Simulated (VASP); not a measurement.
# P in VASP: single point with PBE

Aim: the single point of P with PBE.

All numbers are computed with VASP 6.6.1; they aren't measurements. Logs are shortened: lines on timing, memory, paths and dates and some standing lists are left out, and cuts for length are marked.

**1. The cell of the first run**

The typed cell holds 4 atoms: a = 2.454 Å, b = 4.880 Å, c = 4.909 Å, α = 90.01°, β = 90.00°, γ = 89.97°.

**2. Single point, PBE**

Input file INCAR:

```
  ALGO = Normal
  EDIFF = 1E-6
  ENCUT = 520
  GGA = PE
  ISIF = 2
  ISMEAR = 0
  LASPH = True
  LCHARG = True
  LELF = True
  LREAL = False
  LVHAR = True
  LWAVE = False
  NBANDS = 18
  NELM = 100
  PREC = Accurate
  SIGMA = 0.2
```

Input file KPOINTS:

```
k-points
0
Gamma
  8 4 4
```

Input file POSCAR:

```
P
1.0
    0.0005597190      0.0000908648      2.4536637394
    4.8800420126     -0.0002871760      0.0014332705
   -0.0002565969      4.9091695396      0.0001683639
P
4
Direct
    0.0000462244      0.0094827194     -0.0000525273
    0.0000391688      0.0094937222      0.5000583651
   -0.0000381871      0.4905121200      0.0000863357
   -0.0000472061      0.4905114385      0.4999078265
```

Potentials or basis: VASP PAW PBE potentials, release 64 (P).

Launch:

```
$ cat potpaw_PBE.64/P/POTCAR > POTCAR
$ mpirun -np 1 vasp_std > vasp.out
```

OUTCAR:

```text
EDIFF = 1E-6
   ENCUT = 520
   GGA = PE
   ISIF = 2
   ISMEAR = 0
   LASPH = True
   LREAL = False
   NELM = 100
   PREC = Accurate

 ion  position               nearest neighbor table
   1  0.000  0.009  1.000-   3 2.35   2 2.45   2 2.46   3 2.53
   2  0.000  0.009  0.500-   4 2.35   1 2.45   1 2.46   4 2.53
   3  1.000  0.491  0.000-   1 2.35   4 2.45   4 2.46   1 2.53
   4  1.000  0.491  0.500-   2 2.35   3 2.45   3 2.46   2 2.53

  LATTYP: Found a triclinic cell.
 ALAT       =     2.4536638049
 B/A-ratio  =     2.2368032307
 C/A-ratio  =     1.9888797405
 COS(alpha) =     0.0001339048
 COS(beta)  =     0.0005218138
 COS(gamma) =     0.4471303833

  Lattice vectors:

 A1 = (  -0.0005597190,  -0.0000908648,  -2.4536637394)
 A2 = (  -0.0003031221,  -4.9092604044,  -2.4538321033)
 A3 = (  -4.8800420126,   0.0002871760,  -0.0014332705)

Analysis of symmetry for initial positions (statically):
=====================================================================
 Subroutine PRICEL returns:
 Original cell was already a primitive cell.

 Routine SETGRP: Setting up the symmetry group for a
 triclinic supercell.

 Subroutine GETGRP returns: Found  1 space group operations
 (whereof  1 operations were pure point group operations)
 out of a pool of  2 trial point group operations.

The static configuration has the point symmetry C_1 .

Analysis of symmetry for dynamics (positions and initial velocities):
=====================================================================
 Subroutine PRICEL returns:
 Original cell was already a primitive cell.

 Routine SETGRP: Setting up the symmetry group for a
 triclinic supercell.

 Subroutine GETGRP returns: Found  1 space group operations
 (whereof  1 operations were pure point group operations)
 out of a pool of  2 trial point group operations.

The dynamic configuration has the point symmetry C_1 .

 Subroutine INISYM returns: Found  1 space group operations
 (whereof  1 operations are pure point group operations),
 and found     1 'primitive' translations

----------------------------------------------------------------------------------------

                                     Primitive cell

  volume of cell :      58.7823

  direct lattice vectors                    reciprocal lattice vectors
     0.000559719  0.000090865  2.453663739    -0.000119700 -0.000013984  0.407553836
     4.880042013 -0.000287176  0.001433270     0.204916283  0.000010712 -0.000046745
    -0.000256597  4.909169540  0.000168364     0.000011989  0.203700442 -0.000007546

  length of vectors
     2.453663805  4.880042232  4.909169549     0.407553853  0.204916289  0.203700442

  position of ions in fractional coordinates (direct lattice)
     0.000046224  0.009482719  0.999947473
     0.000039169  0.009493722  0.500058365
     0.999961813  0.490512120  0.000086336
     0.999952794  0.490511439  0.499907826

  ion indices of the primitive-cell ions
   primitive index   ion index
                 1           1
                 2           2
                 3           3
                 4           4

----------------------------------------------------------------------------------------

 KPOINTS: k-points

Automatic generation of k-mesh.
 Grid dimensions read from file:
 generate k-points for:    8    4    4

 Generating k-lattice:

  Cartesian coordinates                     Fractional coordinates (reciprocal lattice)
    -0.000014962 -0.000001748  0.050944229     0.125000000 -0.000000000 -0.000000000
     0.051229071  0.000002678 -0.000011686     0.000000000  0.250000000 -0.000000000
     0.000002997  0.050925110 -0.000001887     0.000000000  0.000000000  0.250000000

  Length of vectors
     0.050944232  0.051229072  0.050925111

  Shift w.r.t. Gamma in fractional coordinates (k-lattice)
     0.000000000  0.000000000  0.000000000

 Subroutine IBZKPT returns following result:
 ===========================================

 Found     68 irreducible k-points:

 Following reciprocal coordinates:
            Coordinates               Weight
  0.000000  0.000000  0.000000      1.000000
  0.125000 -0.000000  0.000000      2.000000
  0.250000 -0.000000  0.000000      2.000000
  0.375000 -0.000000  0.000000      2.000000
  0.500000 -0.000000  0.000000      1.000000
  0.000000  0.250000 -0.000000      2.000000
[... 16 lines left out ...]
  0.500000  0.000000  0.250000      2.000000
 -0.375000  0.000000  0.250000      2.000000
 [... further k-points ...]
   k-points           NKPTS =     68   k-points in BZ     NKDIM =     68   number of bands    NBANDS=     18
   number of dos      NEDOS =    301   number of ions     NIONS =      4
   total plane-waves  NPLWV =  25920
   dimension x,y,z NGX =    18 NGY =   36 NGZ =   40
   dimension x,y,z NGXF=    36 NGYF=   72 NGZF=   80
   ions per type =               4
   NGX,Y,Z   is equivalent  to a cutoff of  12.20, 12.26, 13.55 a.u.
   NGXF,Y,Z  is equivalent  to a cutoff of  24.39, 24.53, 27.09 a.u.
 SYSTEM =  unknown system
   PREC   = accura    normal or accurate (medium, high low for compatibility)
   ISTART =      0    job   : 0-new  1-cont  2-samecut
   ICHARG =      2    charge: 1-file 2-atom 10-const
   ISPIN  =      1    spin polarized calculation?
   LNONCOLLINEAR =      F non collinear calculations
   LSORBIT =      F    spin-orbit coupling
   LASPH  =      T    aspherical Exc in radial PAW
   ENCUT  =  520.0 eV  38.22 Ry    6.18 a.u.   4.56  9.07  9.13*2*pi/ulx,y,z
   NELM   =    100;   NELMIN=  2; NELMDL= -5     # of ELM steps
   EDIFF  = 0.1E-05   stopping-criterion for ELM
   LREAL  =      F    real-space projection
   EDIFFG = 0.1E-04   stopping-criterion for IOM
   NSW    =      0    number of steps for IOM
   IBRION =     -1    ionic relax: 0-MD 1-quasi-New 2-CG
   NFREE  =      0    steps in history (QN), initial steepest desc. (CG)
   ISIF   =      2    stress and relaxation
   ISYM   =      2    0-nonsym 1-usesym 2-fastsym
   POTIM  = 0.5000    time-step for ionic-motion
   TEBEG  =    0.0;   TEEND  =   0.0 temperature during run
   PSTRESS=    0.0 pullay stress
   NELECT =      20.0000    total number of electrons
   NUPDOWN=      -1.0000    fix difference up-down
   EMIN   =  10.00;   EMAX   =-10.00  energy-range for DOS
   EFERMI =   0.00;   METHOD = LEGACY
   ISMEAR =     0;   SIGMA  =   0.20  broadening in eV -4-tet -1-fermi 0-gaus
   EFERMI_NEDOS =   21; number of points for ismear=-14 and -15
   IALGO  =     38    algorithm
   IMIX   =      4    mixing-type and parameters
     AMIX     =   0.40;   BMIX     =  1.00
     AMIX_MAG =   1.60;   BMIX_MAG =  1.00
  volume/ion in A,a.u.               =      14.70        99.17
  Fermi-wavevector in a.u.,A,eV,Ry     =   1.142885  2.159740 17.771749  1.306187
  Thomas-Fermi vector in A             =   2.279582
   LORBIT       =      0    0 simple, 1 ext, 2 COOP (PROOUT), +10 PAW based schemes
   GGA     = PE    functional components
   LHFCALC =     F    Hartree Fock is set to
   AEXX    =    0.0000 exact exchange contribution
   IVDW    =     0    specifies the selected vdW correction
   LEPSILON=     F    determine dielectric tensor
   LRPA    =     F    only Hartree local field effects (RPA)
 non-spin polarized calculation
 Gauss-broadening in eV      SIGMA  =   0.20
  energy-cutoff  :      520.00
  volume of cell :       58.78
 maximum number of plane-waves:      1608
   NGX =  9   NGY = 19   NGZ = 19

 number of electron      20.0000001 magnetization

 Free energy of the ion-electron system (eV)
  ---------------------------------------------------
  ext. energy  EPLUGINS =         0.00000000
  ---------------------------------------------------
  free energy    TOTEN  =       -21.01161248 eV

  energy without entropy =      -20.98209569  energy(sigma->0) =      -20.99685408

 E-fermi :   9.5377     XC(G=0): -11.2353

 val. band max:        9.5320058406   @ k =   0.5000   0.5000  -0.0000
 cond. band min:       9.5989497256   @ k =   0.2500   0.5000  -0.0000
 fundamental gap:      0.0669438850
 Fermi energy:         9.5377279668

 k-point     1 :       0.0000    0.0000    0.0000
  band No.  band energies     occupation
      1      -6.9419      2.00000
      2      -2.7234      2.00000
      3      -2.5369      2.00000
      4       0.9018      2.00000
      5       0.9234      2.00000
      6       2.0539      2.00000
[... 10 lines left out ...]
     17      17.2548      0.00000
     18      17.4180      0.00000

 k-point     2 :       0.1250   -0.0000    0.0000
  band No.  band energies     occupation
      1      -6.5911      2.00000
      2      -2.3705      2.00000
      3      -2.1832      2.00000
      4       1.2188      2.00000
      5       1.2395      2.00000
      6       2.4087      2.00000
[... 10 lines left out ...]
     17      17.4963      0.00000
     18      17.8536      0.00000

 k-point     3 :       0.2500   -0.0000    0.0000
  band No.  band energies     occupation
      1      -5.5591      2.00000
      2      -1.3262      2.00000
      3      -1.1359      2.00000
      4       2.1302      2.00000
      5       2.1474      2.00000
      6       3.4644      2.00000
[... 10 lines left out ...]
     17      15.7242      0.00000
     18      17.3577      0.00000

 k-point     4 :       0.3750   -0.0000    0.0000
  band No.  band energies     occupation
      1      -3.9645      2.00000
      2       0.3355      2.00000
      3       0.5352      2.00000
      4       2.8024      2.00000
      5       3.4271      2.00000
      6       3.4583      2.00000
[... 375 lines left out ...]
      4       3.1163      2.00000
      5       3.5703      2.00000
      6       3.7628      2.00000
[... 10 lines left out ...]
     17      14.9428      0.00000
     18      16.7008      0.00000

 k-point    23 :       0.5000    0.0000    0.2500
  band No.  band energies     occupation
      1      -2.3637      2.00000
      2       0.3392      2.00000
      3       1.2178      2.00000
      4       2.4167      2.00000
      5       3.4224      2.00000
      6       4.5470      2.00000
[... 10 lines left out ...]
     17      15.6010      0.00000
     18      15.6966      0.00000

 k-point    24 :      -0.3750    0.0000    0.2500
  band No.  band energies     occupation
      1      -3.6151      2.00000
      2      -0.9796      2.00000
      3       0.8838      2.00000
      4       3.1159      2.00000
      5       3.5695      2.00000
      6       3.7630      2.00000
[... 10 lines left out ...]
     17      14.9440      0.00000
     18      16.7000      0.00000

 [... further k-points ...]
[... 5 lines left out ...]
  --------------------------------------------------------------------------------------
  -------------------------------------------------------------------------------------
  Total       -0.1069430     -0.0892278     -0.0616347      0.0013505     -0.0017337     -0.0054005
  in kB       -2.9148497     -2.4320030     -1.6799216      0.0368086     -0.0472545     -0.1471980
  external PRESSURE =      -2.3422581 kB  Pullay stress =       0.0000000 kB

 VOLUME and BASIS-vectors are now :
 -----------------------------------------------------------------------------
  energy-cutoff  :      520.00
  volume of cell :       58.78
      direct lattice vectors                 reciprocal lattice vectors
     0.000559719  0.000090865  2.453663739    -0.000119700 -0.000013984  0.407553836
     4.880042013 -0.000287176  0.001433270     0.204916283  0.000010712 -0.000046745
    -0.000256597  4.909169540  0.000168364     0.000011989  0.203700442 -0.000007546

 POSITION                                       TOTAL-FORCE (eV/Angst)
 -----------------------------------------------------------------------------------
      0.04602      4.90891      0.00030         0.016824      0.000019      0.000104
      0.04620      2.45487      0.00019         0.016644     -0.000333      0.000154
      2.39428      0.00037      2.45427        -0.016727     -0.000249     -0.000170
      2.39415      2.45408      2.45434        -0.016741      0.000562     -0.000089
 -----------------------------------------------------------------------------------
    total drift:                               -0.000003     -0.000001     -0.000001

  FREE ENERGIE OF THE ION-ELECTRON SYSTEM (eV)
  ---------------------------------------------------
  free  energy   TOTEN  =       -21.0116124804 eV

  energy  without entropy=      -20.9820956876  energy(sigma->0) =      -20.99685408
```

Run time: 20 s. Hardware: 1 thread of Intel Xeon 6975P-C (Granite Rapids), shared host; peak memory 0.18 GiB.

Results:

* Free energy: -21.0116 eV
* Pressure: -0.2 GPa
* Largest force: 0.017 eV/Å
* Band gap on the k mesh: zero (band 10 reaches 14.35 eV, above the bottom of band 11 at 6.68 eV)

Forces on the atoms (eV/Å):
```
P    0.017  0.000  0.000
P    0.017  0.000  0.000
P   -0.017  0.000  0.000
P   -0.017  0.001  0.000
```

Stress tensor (GPa, compression positive):
```
-0.29  0.00 -0.01
 0.00 -0.24  0.00
-0.01  0.00 -0.17
```
